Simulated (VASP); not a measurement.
# SnSe (Fm-3m) in VASP: notebook, part 2 of 2

VASP 6.6.1. The steps go on from the part before.

### 4 Single point, PBE (volume scaled by 1.040)

Input file INCAR:

```
  PREC = Accurate
  ENCUT = 520
  EDIFF = 1E-6
  ISMEAR = 0
  SIGMA = 0.05
  LREAL = F
  LASPH = T
  NELM = 100
  ALGO = Normal
  ISIF = 2
  LWAVE = F
  LCHARG = F
  GGA = PE
  NBANDS = 17
```

Input file KPOINTS:

```
regular mesh
0
Gamma
  10 10 10
```

Input file POSCAR:

```
SnSe
1.0
    0.0000000000      3.0704150014      3.0704150014
    3.0704150014      0.0000000000      3.0704150014
    3.0704150014      3.0704150014      0.0000000000
Sn Se
1 1
Direct
    0.0000000000      0.0000000000      0.0000000000
    0.5000000000      0.5000000000      0.5000000000
```

Potentials or basis: VASP PAW PBE potentials, release 64 (Sn_d, Se).

Run with:

```console
> cat potpaw_PBE.64/Sn_d/POTCAR potpaw_PBE.64/Se/POTCAR > POTCAR
> mpirun -np 1 vasp_std > vasp.out
```

OUTCAR:

```text
PREC = Accurate
   ENCUT = 520
   EDIFF = 1E-6
   ISMEAR = 0
   LREAL = F
   LASPH = T
   NELM = 100
   ISIF = 2
   GGA = PE

 ion  position               nearest neighbor table
   1  0.000  0.000  0.000-   2 3.07   2 3.07   2 3.07   2 3.07   2 3.07   2 3.07
   2  0.500  0.500  0.500-   1 3.07   1 3.07   1 3.07   1 3.07   1 3.07   1 3.07

  LATTYP: Found a face centered cubic cell.
 ALAT       =     6.1408300028

  Lattice vectors:

 A1 = (   0.0000000000,   3.0704150014,   3.0704150014)
 A2 = (   3.0704150014,   0.0000000000,   3.0704150014)
 A3 = (   3.0704150014,   3.0704150014,   0.0000000000)

Analysis of symmetry for initial positions (statically):
=====================================================================
 Subroutine PRICEL returns:
 Original cell was already a primitive cell.

 Routine SETGRP: Setting up the symmetry group for a
 face centered cubic supercell.

 Subroutine GETGRP returns: Found 48 space group operations
 (whereof 48 operations were pure point group operations)
 out of a pool of 48 trial point group operations.

The static configuration has the point symmetry O_h .

Analysis of symmetry for dynamics (positions and initial velocities):
=====================================================================
 Subroutine PRICEL returns:
 Original cell was already a primitive cell.

 Routine SETGRP: Setting up the symmetry group for a
 face centered cubic supercell.

 Subroutine GETGRP returns: Found 48 space group operations
 (whereof 48 operations were pure point group operations)
 out of a pool of 48 trial point group operations.

The dynamic configuration has the point symmetry O_h .

 Subroutine INISYM returns: Found 48 space group operations
 (whereof 48 operations are pure point group operations),
 and found     1 'primitive' translations

----------------------------------------------------------------------------------------

                                     Primitive cell

  volume of cell :      57.8924

  direct lattice vectors                    reciprocal lattice vectors
     0.000000000  3.070415001  3.070415001    -0.162844436  0.162844436  0.162844436
     3.070415001  0.000000000  3.070415001     0.162844436 -0.162844436  0.162844436
     3.070415001  3.070415001  0.000000000     0.162844436  0.162844436 -0.162844436

  length of vectors
     4.342222537  4.342222537  4.342222537     0.282054837  0.282054837  0.282054837

  position of ions in fractional coordinates (direct lattice)
     0.000000000  0.000000000  0.000000000
     0.500000000  0.500000000  0.500000000

  ion indices of the primitive-cell ions
   primitive index   ion index
                 1           1
                 2           2

----------------------------------------------------------------------------------------

 KPOINTS: regular mesh

Automatic generation of k-mesh.
 Grid dimensions read from file:
 generate k-points for:   10   10   10

 Generating k-lattice:

  Cartesian coordinates                     Fractional coordinates (reciprocal lattice)
    -0.016284444  0.016284444  0.016284444     0.100000000  0.000000000  0.000000000
     0.016284444 -0.016284444  0.016284444     0.000000000  0.100000000  0.000000000
     0.016284444  0.016284444 -0.016284444     0.000000000  0.000000000  0.100000000

  Length of vectors
     0.028205484  0.028205484  0.028205484

  Shift w.r.t. Gamma in fractional coordinates (k-lattice)
     0.000000000  0.000000000  0.000000000

 Subroutine IBZKPT returns following result:
 ===========================================

 Found     47 irreducible k-points:

 Following reciprocal coordinates:
            Coordinates               Weight
  0.000000  0.000000  0.000000      1.000000
  0.100000  0.000000  0.000000      8.000000
  0.200000  0.000000  0.000000      8.000000
  0.300000  0.000000  0.000000      8.000000
  0.400000  0.000000  0.000000      8.000000
  0.500000  0.000000  0.000000      4.000000
[... 16 lines left out ...]
  0.300000  0.300000  0.000000      6.000000
  0.400000  0.300000  0.000000     24.000000
 [... further k-points ...]
   k-points           NKPTS =     47   k-points in BZ     NKDIM =     47   number of bands    NBANDS=     17
   number of dos      NEDOS =    301   number of ions     NIONS =      2
   total plane-waves  NPLWV =  32768
   dimension x,y,z NGX =    32 NGY =   32 NGZ =   32
   dimension x,y,z NGXF=    64 NGYF=   64 NGZF=   64
   ions per type =               1   1
   NGX,Y,Z   is equivalent  to a cutoff of  12.25, 12.25, 12.25 a.u.
   NGXF,Y,Z  is equivalent  to a cutoff of  24.50, 24.50, 24.50 a.u.
 SYSTEM =  unknown system
   PREC   = accura    normal or accurate (medium, high low for compatibility)
   ISTART =      0    job   : 0-new  1-cont  2-samecut
   ICHARG =      2    charge: 1-file 2-atom 10-const
   ISPIN  =      1    spin polarized calculation?
   LNONCOLLINEAR =      F non collinear calculations
   LSORBIT =      F    spin-orbit coupling
   LASPH  =      T    aspherical Exc in radial PAW
   ENCUT  =  520.0 eV  38.22 Ry    6.18 a.u.   8.07  8.07  8.07*2*pi/ulx,y,z
   NELM   =    100;   NELMIN=  2; NELMDL= -5     # of ELM steps
   EDIFF  = 0.1E-05   stopping-criterion for ELM
   LREAL  =      F    real-space projection
   EDIFFG = 0.1E-04   stopping-criterion for IOM
   NSW    =      0    number of steps for IOM
   IBRION =     -1    ionic relax: 0-MD 1-quasi-New 2-CG
   NFREE  =      0    steps in history (QN), initial steepest desc. (CG)
   ISIF   =      2    stress and relaxation
   ISYM   =      2    0-nonsym 1-usesym 2-fastsym
   POTIM  = 0.5000    time-step for ionic-motion
   TEBEG  =    0.0;   TEEND  =   0.0 temperature during run
   PSTRESS=    0.0 pullay stress
   NELECT =      20.0000    total number of electrons
   NUPDOWN=      -1.0000    fix difference up-down
   EMIN   =  10.00;   EMAX   =-10.00  energy-range for DOS
   EFERMI =   0.00;   METHOD = LEGACY
   ISMEAR =     0;   SIGMA  =   0.05  broadening in eV -4-tet -1-fermi 0-gaus
   EFERMI_NEDOS =   21; number of points for ismear=-14 and -15
   IALGO  =     38    algorithm
   IMIX   =      4    mixing-type and parameters
     AMIX     =   0.40;   BMIX     =  1.00
     AMIX_MAG =   1.60;   BMIX_MAG =  1.00
  volume/ion in A,a.u.               =      28.95       195.34
  Fermi-wavevector in a.u.,A,eV,Ry     =   1.148712  2.170751 17.953416  1.319539
  Thomas-Fermi vector in A             =   2.285385
   LORBIT       =      0    0 simple, 1 ext, 2 COOP (PROOUT), +10 PAW based schemes
   GGA     = PE    functional components
   LHFCALC =     F    Hartree Fock is set to
   AEXX    =    0.0000 exact exchange contribution
   IVDW    =     0    specifies the selected vdW correction
   LEPSILON=     F    determine dielectric tensor
   LRPA    =     F    only Hartree local field effects (RPA)
 non-spin polarized calculation
 Gauss-broadening in eV      SIGMA  =   0.05
  energy-cutoff  :      520.00
  volume of cell :       57.89
 maximum number of plane-waves:      1588
   NGX = 17   NGY = 17   NGZ = 17

 number of electron      19.9999991 magnetization

 Free energy of the ion-electron system (eV)
  ---------------------------------------------------
  ext. energy  EPLUGINS =         0.00000000
  ---------------------------------------------------
  free energy    TOTEN  =        -8.20473942 eV

  energy without entropy =       -8.20473942  energy(sigma->0) =       -8.20473942

 E-fermi :   5.1521     XC(G=0):  -9.3283

 val. band max:        4.9836173718   @ k =   0.5000   0.0000   0.0000
 cond. band min:       5.3205388886   @ k =   0.5000   0.0000   0.0000
 fundamental gap:      0.3369215168
 Fermi energy:         5.1520641875

 k-point     1 :       0.0000    0.0000    0.0000
  band No.  band energies     occupation
      1     -16.6820      2.00000
      2     -16.6820      2.00000
      3     -16.6820      2.00000
      4     -16.6775      2.00000
      5     -16.6775      2.00000
      6      -8.5279      2.00000
[... 9 lines left out ...]
     16      10.8830      0.00000
     17      13.0384      0.00000
[... 441 lines left out ...]
 k-point    24 :       0.4000    0.3000    0.0000
  band No.  band energies     occupation
      1     -16.6917      2.00000
      2     -16.6851      2.00000
      3     -16.6744      2.00000
      4     -16.6718      2.00000
      5     -16.6707      2.00000
      6      -7.7233      2.00000
[... 9 lines left out ...]
     16      15.3394      0.00000
     17      16.1155      0.00000

 [... further k-points ...]

------------------------ aborting loop because EDIFF is reached ----------------------------------------

  FORCE on cell =-STRESS in cart. coord.  units (eV):
  Direction    XX          YY          ZZ          XY          YZ          ZX
  --------------------------------------------------------------------------------------
  -------------------------------------------------------------------------------------
  Total       -0.6401472     -0.6401472     -0.6401472      0.0000000     -0.0000000      0.0000000
  in kB      -17.7161441    -17.7161441    -17.7161441      0.0000000     -0.0000000      0.0000000
  external PRESSURE =     -17.7161441 kB  Pullay stress =       0.0000000 kB

 VOLUME and BASIS-vectors are now :
 -----------------------------------------------------------------------------
  energy-cutoff  :      520.00
  volume of cell :       57.89
      direct lattice vectors                 reciprocal lattice vectors
     0.000000000  3.070415001  3.070415001    -0.162844436  0.162844436  0.162844436
     3.070415001  0.000000000  3.070415001     0.162844436 -0.162844436  0.162844436
     3.070415001  3.070415001  0.000000000     0.162844436  0.162844436 -0.162844436

 POSITION                                       TOTAL-FORCE (eV/Angst)
 -----------------------------------------------------------------------------------
      0.00000      0.00000      0.00000        -0.000000     -0.000000      0.000000
      3.07042      3.07042      3.07042         0.000000      0.000000     -0.000000
 -----------------------------------------------------------------------------------
    total drift:                                0.000000     -0.000000     -0.000000

  FREE ENERGIE OF THE ION-ELECTRON SYSTEM (eV)
  ---------------------------------------------------
  free  energy   TOTEN  =        -8.2047394240 eV

  energy  without entropy=       -8.2047394214  energy(sigma->0) =       -8.20473942
```

stdout:

```text
POSCAR found type information on POSCAR SnSe
 POSCAR found :  2 types and       2 ions
 scaLAPACK will be used
 LDA part: xc-table for (Slater+PW92), standard interpolation
 POSCAR, INCAR and KPOINTS ok, starting setup
 FFT: planning ... GRIDC
 FFT: planning ... GRID_SOFT
 FFT: planning ... GRID
 WAVECAR not read
 entering main loop
```

Wall time 26 s (1 thread of AMD EPYC 9R14 (Zen 4), shared host); peak memory 0.17 GiB.

What came out:

| Property | Result |
| --- | --- |
| Free energy | -8.2047 eV |
| Pressure | -1.8 GPa |
| Band gap on the k mesh | 0.34 eV, direct |

Levels at points of the mesh, in eV from the valence-band top:
```tsv
k point	band 6	band 7	band 8	band 9	band 10	band 11	band 12	band 13	band 14	band 15
(0.00, 0.00, 0.00)	-13.51	-5.28	-2.06	-2.06	-2.06	4.06	4.06	4.06	5.90	5.90
(0.50, 0.00, 0.00)	-12.70	-7.80	-1.82	-1.82	0.00	0.34	1.24	1.24	8.06	9.85
(0.50, 0.50, 0.00)	-12.48	-6.04	-5.10	-3.39	-3.39	3.19	4.98	4.98	5.56	10.23
```

Caveat: spin-orbit coupling is left out, which moves the levels of the heavy elements.

### 5 Summary

```csv
cell,gap on the mesh (eV),pressure (GPa)
"a = 4.286 Å, angles 60.0°, 2 atoms",0.49,0.0
"a = 4.314 Å, angles 60.0°, 2 atoms",0.41,-0.9
"a = 4.342 Å, angles 60.0°, 2 atoms",0.34,-1.8
```

Alike in all rows: task single point; level PBE; potentials or basis VASP PAW PBE potentials, release 64 (Sn_d, Se); no spin polarisation; k mesh 10 × 10 × 10; cutoff (eV) 520; smearing gaussian 0.05 eV.

Caveats: spin-orbit coupling is left out, which moves the levels of the heavy elements.

Absolute energies hang on the potentials; compare differences alone.
